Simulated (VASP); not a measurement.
# SiC (Moissanite 3C) (F-43m) in VASP: further runs

Runs on SiC (Moissanite 3C). Level: PBEsol. Tasks: single point.

Program: VASP 6.6.1. These are calculated values, not measurements. Logs are shortened: lines on timing, memory, paths and dates and some standing lists are left out, and cuts for length are marked.

**The experiment to reproduce.**

“Insight into the structural, elastic and electronic properties of a new orthorhombic 6O-SiC polytype”, 2020, pmc:7200658 quotes, for a bulk crystal of SiC: band gap 2.4 eV (indirect).

The results are compared with them further down.

## 1. The cell of the first run

Symmetry: F-43m, No. 216, cubic system. The conventional cell has a = 4.356 Å, b = 4.356 Å, c = 4.356 Å, α = 90.00°, β = 90.00°, γ = 90.00°. Within 2.5 Å of Si (site symmetry -43m) lie 4 C at 1.89 Å. Within 2.5 Å of C (site symmetry -43m) lie 4 Si at 1.89 Å.

## 2. Single point, PBEsol

INCAR reads:

```
SYSTEM = SiC
ALGO     = Normal         ! electronic algorithm
EDIFF    = 1E-6           ! SCF threshold, eV
ENCUT    = 600            ! plane-wave cutoff, eV
GGA      = PS             ! functional
GGA_COMPAT= .False.      
ISIF     = 2              ! what is computed and relaxed
ISMEAR   = -1             ! smearing method
LASPH    = .True.         ! aspherical terms in the spheres
LCHARG   = .False.        ! write CHGCAR
LREAL    = .False.        ! projectors in reciprocal space
LWAVE    = .False.        ! write WAVECAR
NBANDS   = 11             ! bands
NELM     = 120            ! most SCF steps
PREC     = Accurate       ! precision mode
SIGMA    = 0.05           ! smearing width, eV
```

KPOINTS reads:

```
k-points
0
Gamma
  10 10 10
  0 0 0
```

POSCAR reads:

```
SiC
1.0
    0.0000000000      2.1782474651      2.1782474651
    2.1782474651      0.0000000000      2.1782474651
    2.1782474651      2.1782474651      0.0000000000
Si C
1 1
Direct
    0.0000000000      0.0000000000      0.0000000000
    0.7500000000      0.7500000000      0.7500000000
```

Potentials or basis: VASP PAW PBE potentials, release 64 (Si, C).

The run is started by

```
$ cat potpaw_PBE.64/Si/POTCAR potpaw_PBE.64/C/POTCAR > POTCAR
$ mpirun -np 1 vasp_std > vasp.out
```

OUTCAR:

```text
SYSTEM = SiC
   EDIFF = 1E-6
   ENCUT = 600
   GGA = PS
   ISIF = 2
   ISMEAR = -1
   LASPH = .True.
   LREAL = .False.
   NELM = 120
   PREC = Accurate

 ion  position               nearest neighbor table
   1  0.000  0.000  0.000-   2 1.89   2 1.89   2 1.89   2 1.89
   2  0.750  0.750  0.750-   1 1.89   1 1.89   1 1.89   1 1.89

  LATTYP: Found a face centered cubic cell.
 ALAT       =     4.3564949302

  Lattice vectors:

 A1 = (   0.0000000000,   2.1782474651,   2.1782474651)
 A2 = (   2.1782474651,   0.0000000000,   2.1782474651)
 A3 = (   2.1782474651,   2.1782474651,   0.0000000000)

Analysis of symmetry for initial positions (statically):
=====================================================================
 Subroutine PRICEL returns:
 Original cell was already a primitive cell.

 Routine SETGRP: Setting up the symmetry group for a
 face centered cubic supercell.

 Subroutine GETGRP returns: Found 24 space group operations
 (whereof 24 operations were pure point group operations)
 out of a pool of 48 trial point group operations.

The static configuration has the point symmetry T_d .

Analysis of symmetry for dynamics (positions and initial velocities):
=====================================================================
 Subroutine PRICEL returns:
 Original cell was already a primitive cell.

 Routine SETGRP: Setting up the symmetry group for a
 face centered cubic supercell.

 Subroutine GETGRP returns: Found 24 space group operations
 (whereof 24 operations were pure point group operations)
 out of a pool of 48 trial point group operations.

The dynamic configuration has the point symmetry T_d .

 Subroutine INISYM returns: Found 24 space group operations
 (whereof 24 operations are pure point group operations),
 and found     1 'primitive' translations

----------------------------------------------------------------------------------------

                                     Primitive cell

  volume of cell :      20.6705

  direct lattice vectors                    reciprocal lattice vectors
     0.000000000  2.178247465  2.178247465    -0.229542331  0.229542331  0.229542331
     2.178247465  0.000000000  2.178247465     0.229542331 -0.229542331  0.229542331
     2.178247465  2.178247465  0.000000000     0.229542331  0.229542331 -0.229542331

  length of vectors
     3.080507107  3.080507107  3.080507107     0.397578979  0.397578979  0.397578979

  position of ions in fractional coordinates (direct lattice)
     0.000000000  0.000000000  0.000000000
     0.750000000  0.750000000  0.750000000

  ion indices of the primitive-cell ions
   primitive index   ion index
                 1           1
                 2           2

----------------------------------------------------------------------------------------

 KPOINTS: k-points

Automatic generation of k-mesh.
 Grid dimensions read from file:
 generate k-points for:   10   10   10

 Generating k-lattice:

  Cartesian coordinates                     Fractional coordinates (reciprocal lattice)
    -0.022954233  0.022954233  0.022954233     0.100000000  0.000000000  0.000000000
     0.022954233 -0.022954233  0.022954233     0.000000000  0.100000000  0.000000000
     0.022954233  0.022954233 -0.022954233     0.000000000  0.000000000  0.100000000

  Length of vectors
     0.039757898  0.039757898  0.039757898

  Shift w.r.t. Gamma in fractional coordinates (k-lattice)
     0.000000000  0.000000000  0.000000000

 Subroutine IBZKPT returns following result:
 ===========================================

 Found     47 irreducible k-points:

 Following reciprocal coordinates:
            Coordinates               Weight
  0.000000  0.000000  0.000000      1.000000
  0.100000  0.000000  0.000000      8.000000
  0.200000  0.000000  0.000000      8.000000
  0.300000  0.000000  0.000000      8.000000
  0.400000  0.000000  0.000000      8.000000
  0.500000  0.000000  0.000000      4.000000
[... 16 lines left out ...]
  0.300000  0.300000  0.000000      6.000000
  0.400000  0.300000  0.000000     24.000000
 [... further k-points ...]
   k-points           NKPTS =     47   k-points in BZ     NKDIM =     47   number of bands    NBANDS=     11
   number of dos      NEDOS =    301   number of ions     NIONS =      2
   total plane-waves  NPLWV =  21952
   dimension x,y,z NGX =    28 NGY =   28 NGZ =   28
   dimension x,y,z NGXF=    56 NGYF=   56 NGZF=   56
   ions per type =               1   1
   NGX,Y,Z   is equivalent  to a cutoff of  15.11, 15.11, 15.11 a.u.
   NGXF,Y,Z  is equivalent  to a cutoff of  30.22, 30.22, 30.22 a.u.
 SYSTEM =  SiC
   PREC   = accura    normal or accurate (medium, high low for compatibility)
   ISTART =      0    job   : 0-new  1-cont  2-samecut
   ICHARG =      2    charge: 1-file 2-atom 10-const
   ISPIN  =      1    spin polarized calculation?
   LNONCOLLINEAR =      F non collinear calculations
   LSORBIT =      F    spin-orbit coupling
   LASPH  =      T    aspherical Exc in radial PAW
   ENCUT  =  600.0 eV  44.10 Ry    6.64 a.u.   6.15  6.15  6.15*2*pi/ulx,y,z
   NELM   =    120;   NELMIN=  2; NELMDL= -5     # of ELM steps
   EDIFF  = 0.1E-05   stopping-criterion for ELM
   LREAL  =      F    real-space projection
   EDIFFG = 0.1E-04   stopping-criterion for IOM
   NSW    =      0    number of steps for IOM
   IBRION =     -1    ionic relax: 0-MD 1-quasi-New 2-CG
   NFREE  =      0    steps in history (QN), initial steepest desc. (CG)
   ISIF   =      2    stress and relaxation
   ISYM   =      2    0-nonsym 1-usesym 2-fastsym
   POTIM  = 0.5000    time-step for ionic-motion
   TEBEG  =    0.0;   TEEND  =   0.0 temperature during run
   PSTRESS=    0.0 pullay stress
   NELECT =       8.0000    total number of electrons
   NUPDOWN=      -1.0000    fix difference up-down
   EMIN   =  10.00;   EMAX   =-10.00  energy-range for DOS
   EFERMI =   0.00;   METHOD = LEGACY
   ISMEAR =    -1;   SIGMA  =   0.05  broadening in eV -4-tet -1-fermi 0-gaus
   EFERMI_NEDOS =   21; number of points for ismear=-14 and -15
   IALGO  =     38    algorithm
   IMIX   =      4    mixing-type and parameters
     AMIX     =   0.40;   BMIX     =  1.00
     AMIX_MAG =   1.60;   BMIX_MAG =  1.00
  volume/ion in A,a.u.               =      10.34        69.75
  Fermi-wavevector in a.u.,A,eV,Ry     =   1.193038  2.254515 19.365712  1.423340
  Thomas-Fermi vector in A             =   2.329062
   LORBIT       =      0    0 simple, 1 ext, 2 COOP (PROOUT), +10 PAW based schemes
   GGA     = PS    functional components
   LHFCALC =     F    Hartree Fock is set to
   AEXX    =    0.0000 exact exchange contribution
   IVDW    =     0    specifies the selected vdW correction
   LEPSILON=     F    determine dielectric tensor
   LRPA    =     F    only Hartree local field effects (RPA)
 non-spin polarized calculation
  energy-cutoff  :      600.00
  volume of cell :       20.67
 maximum number of plane-waves:       701
 NGX is ok and might be reduce to    28
   NGX = 13   NGY = 13   NGZ = 13

 number of electron       8.0000000 magnetization

 Free energy of the ion-electron system (eV)
  ---------------------------------------------------
  ext. energy  EPLUGINS =         0.00000000
  ---------------------------------------------------
  free energy    TOTEN  =       -15.91606862 eV

  energy without entropy =      -15.91606857  energy(sigma->0) =      -15.91606860

 E-fermi :   8.7037     XC(G=0): -11.5093

 val. band max:        8.0675565623   @ k =   0.0000   0.0000   0.0000
 cond. band min:       9.3008156712   @ k =   0.5000   0.5000   0.0000
 fundamental gap:      1.2332591089
 Fermi energy:         8.7036913717

 k-point     1 :       0.0000    0.0000    0.0000
  band No.  band energies     occupation
      1      -7.3646      2.00000
      2       8.0676      1.99999
      3       8.0676      1.99999
      4       8.0676      1.99999
      5      14.2664      0.00000
      6      15.3178      0.00000
      7      15.3178      0.00000
      8      15.3178      0.00000
      9      22.5307      0.00000
     10      22.5307      0.00000
     11      24.3465      0.00000

 k-point     2 :       0.1000    0.0000    0.0000
  band No.  band energies     occupation
      1      -7.1683      2.00000
      2       7.0523      2.00000
      3       7.9327      2.00000
      4       7.9327      2.00000
      5      14.5165      0.00000
      6      15.5622      0.00000
      7      15.5622      0.00000
      8      15.5996      0.00000
      9      21.5538      0.00000
     10      21.5538      0.00000
     11      24.1456      0.00000

 k-point     3 :       0.2000    0.0000    0.0000
  band No.  band energies     occupation
      1      -6.5877      2.00000
      2       4.9210      2.00000
      3       7.6240      2.00000
      4       7.6240      2.00000
      5      14.2171      0.00000
      6      15.9190      0.00000
      7      15.9190      0.00000
      8      16.7954      0.00000
      9      20.8793      0.00000
     10      20.8793      0.00000
     11      23.2636      0.00000

 k-point     4 :       0.3000    0.0000    0.0000
  band No.  band energies     occupation
      1      -5.6573      2.00000
      2       2.5953      2.00000
      3       7.3068      2.00000
      4       7.3068      2.00000
      5      13.8087      0.00000
      6      15.7693      0.00000
      7      15.7693      0.00000
      8      17.7376      0.00000
      9      21.7068      0.00000
     10      21.7068      0.00000
     11      23.0120      0.00000
[... 239 lines left out ...]
 k-point    22 :      -0.2000    0.2000    0.0000
  band No.  band energies     occupation
      1      -5.3455      2.00000
      2       3.2505      2.00000
      3       4.8129      2.00000
      4       7.4181      2.00000
      5      14.5512      0.00000
      6      16.0073      0.00000
      7      16.3815      0.00000
      8      17.1591      0.00000
      9      19.5034      0.00000
     10      23.3740      0.00000
     11      27.1270      0.00000

 k-point    23 :       0.3000    0.3000    0.0000
  band No.  band energies     occupation
      1      -5.0789      2.00000
      2       3.7102      2.00000
      3       5.6834      2.00000
      4       5.6834      2.00000
      5      11.1259      0.00000
      6      13.5679      0.00000
      7      19.5481      0.00000
      8      19.5481      0.00000
      9      20.4084      0.00000
     10      25.1145      0.00000
     11      29.6586      0.00000

 k-point    24 :       0.4000    0.3000    0.0000
  band No.  band energies     occupation
      1      -4.2023      2.00000
      2       2.4803      2.00000
      3       4.8816      2.00000
      4       5.4198      2.00000
      5      10.8251      0.00000
      6      13.5840      0.00000
      7      19.6317      0.00000
      8      19.9401      0.00000
      9      21.7567      0.00000
     10      26.0914      0.00000
     11      29.2522      0.00000

 [... further k-points ...]
[... 5 lines left out ...]
  --------------------------------------------------------------------------------------
  -------------------------------------------------------------------------------------
  Total        0.0352690      0.0352690      0.0352690      0.0000000      0.0000000     -0.0000000
  in kB        2.7337042      2.7337042      2.7337042      0.0000000      0.0000000     -0.0000000
  external PRESSURE =       2.7337042 kB  Pullay stress =       0.0000000 kB

 VOLUME and BASIS-vectors are now :
 -----------------------------------------------------------------------------
  energy-cutoff  :      600.00
  volume of cell :       20.67
      direct lattice vectors                 reciprocal lattice vectors
     0.000000000  2.178247465  2.178247465    -0.229542331  0.229542331  0.229542331
     2.178247465  0.000000000  2.178247465     0.229542331 -0.229542331  0.229542331
     2.178247465  2.178247465  0.000000000     0.229542331  0.229542331 -0.229542331

 POSITION                                       TOTAL-FORCE (eV/Angst)
 -----------------------------------------------------------------------------------
      0.00000      0.00000      0.00000         0.000000      0.000000      0.000000
      3.26737      3.26737      3.26737        -0.000000     -0.000000     -0.000000
 -----------------------------------------------------------------------------------
    total drift:                                0.000000      0.000000      0.000000

  FREE ENERGIE OF THE ION-ELECTRON SYSTEM (eV)
  ---------------------------------------------------
  free  energy   TOTEN  =       -15.9160686223 eV

  energy  without entropy=      -15.9160685681  energy(sigma->0) =      -15.91606860
```

Wall time 16 s (1 thread of Intel Xeon Platinum 8375C at 2.90GHz (Ice Lake), shared host); peak memory 0.15 GiB.

What came out:

```yaml
Free_energy: -15.9161 eV
Pressure: 0.3 GPa
Band_gap_on_the_k_mesh: 1.23 eV, indirect (least direct gap 4.44 eV)
```

Caveat: the PAW data sets were made with another functional, which shifts forces and pressure a little.

## 3. Single point, PBEsol

This run uses another cell than the first one, of 10.11 Å³/atom, 0.979 times its volume.

INCAR reads:

```
SYSTEM = SiC
ALGO = Normal
EDIFF = 1E-6
ENCUT = 600
GGA = PS
GGA_COMPAT = .False.
ISIF = 2
ISMEAR = -1
LASPH = .True.
LCHARG = .False.
LREAL = .False.
LWAVE = .False.
NBANDS = 11
NELM = 120
PREC = Accurate
SIGMA = 0.05
```

KPOINTS is that of step 2.

POSCAR reads:

```
SiC
1.0
    0.0000000000      2.1625577482      2.1625577482
    2.1625577482      0.0000000000      2.1625577482
    2.1625577482      2.1625577482      0.0000000000
Si C
1 1
Direct
    0.0000000000      0.0000000000      0.0000000000
    0.7500000000      0.7500000000      0.7500000000
```

Potentials or basis: VASP PAW PBE potentials, release 64 (Si, C).

The run is started by

```
$ cat potpaw_PBE.64/Si/POTCAR potpaw_PBE.64/C/POTCAR > POTCAR
$ mpirun -np 1 vasp_std > vasp.out
```

Wall time 6.6 s (1 thread of Intel Xeon Platinum 8375C at 2.90GHz (Ice Lake), shared host); peak memory 0.14 GiB.

Results (log left out):

| Quantity | Value |
| --- | --- |
| Free energy | -15.9081 eV |
| Pressure | 5.3 GPa |
| Band gap on the k mesh | 1.21 eV, indirect (least direct gap 4.47 eV) |

Levels at points of the mesh, in eV from the valence-band top:
```tsv
k point	band 1	band 2	band 3	band 4	band 5	band 6	band 7	band 8
(0.00, 0.00, 0.00)	-15.60	0.00	0.00	0.00	6.45	7.40	7.40	7.40
(0.50, 0.00, 0.00)	-11.91	-8.73	-1.06	-1.06	5.58	7.23	7.23	10.04
(0.50, 0.50, 0.00)	-10.43	-7.91	-3.25	-3.25	1.21	4.28	14.22	14.22
```

Caveat: the PAW data sets were made with another functional, which shifts forces and pressure a little.

## 4. Single point, PBEsol

This run uses another cell than the first one, of 9.91 Å³/atom, 0.959 times its volume.

INCAR reads:

```
SYSTEM = SiC
ALGO = Normal
EDIFF = 1E-6
ENCUT = 600
GGA = PS
GGA_COMPAT = .FALSE.
ISIF = 2
ISMEAR = -1
LASPH = .TRUE.
LCHARG = .FALSE.
LREAL = .FALSE.
LWAVE = .FALSE.
NBANDS = 11
NELM = 120
PREC = Accurate
SIGMA = 0.05
```

KPOINTS reads:

```
k-points
0
G
  10 10 10
  0 0 0
```

POSCAR reads:

```
SiC
1.0
    0.0000000000      2.1481603519      2.1481603519
    2.1481603519      0.0000000000      2.1481603519
    2.1481603519      2.1481603519      0.0000000000
Si C
1 1
Direct
    0.0000000000      0.0000000000      0.0000000000
    0.7500000000      0.7500000000      0.7500000000
```

The run is started by

```
$ cat potpaw_PBE.64/Si/POTCAR potpaw_PBE.64/C/POTCAR > POTCAR
$ mpirun -np 1 vasp_std > vasp.out
```

It took 8.1 s on 1 thread of Intel Xeon Platinum 8375C at 2.90GHz (Ice Lake), shared host; peak memory 0.14 GiB.

The run converged. Its results:

* Free energy: -15.8882 eV
* Pressure: 10.4 GPa
* Band gap on the k mesh: 1.19 eV, indirect (least direct gap 4.49 eV)

Levels at points of the mesh, in eV from the valence-band top:
| k point | band 1 | band 2 | band 3 | band 4 | band 5 | band 6 | band 7 | band 8 | band 9 |
| --- | --- | --- | --- | --- | --- | --- | --- | --- | --- |
| (0.00, 0.00, 0.00) | -15.76 | 0.00 | 0.00 | 0.00 | 6.69 | 7.54 | 7.54 | 7.54 | 14.71 |
| (0.50, 0.00, 0.00) | -12.00 | -8.84 | -1.07 | -1.07 | 5.76 | 7.31 | 7.31 | 10.15 | 16.54 |
| (0.50, 0.50, 0.00) | -10.49 | -7.97 | -3.29 | -3.29 | 1.19 | 4.35 | 14.45 | 14.45 | 15.26 |

Caveat: the PAW data sets were made with another functional, which shifts forces and pressure a little. A k mesh can miss the band edges.

## 5. The runs side by side

| cell | gap on the mesh (eV) | pressure (GPa) |
| --- | --- | --- |
| a = 3.081 Å, angles 60.0°, 2 atoms | 1.23 | 0.3 |
| a = 3.058 Å, angles 60.0°, 2 atoms | 1.21 | 5.3 |
| a = 3.038 Å, angles 60.0°, 2 atoms | 1.19 | 10.4 |

Alike in all rows: task single point; level PBEsol; potentials or basis VASP PAW PBE potentials, release 64 (Si, C); no spin polarisation; k mesh 10 × 10 × 10; cutoff (eV) 600; smearing fermi-dirac 0.05 eV.

Caveats: the PAW data sets were made with another functional, which shifts forces and pressure a little.

Absolute energies hang on the potentials; compare differences alone.

## 6. Against experiment

Step 2. Against the measured gap of SiC, 2.4 eV (indirect; quoted in “Insight into the structural, elastic and electronic properties of a new orthorhombic 6O-SiC polytype”, 2020, pmc:7200658), the calculated 1.23 eV is off by -1.17 eV. The value is that of PBEsol on a finite k mesh, which can miss the band edges, without temperature or zero-point motion. Semilocal functionals fall short of measured gaps as a rule.
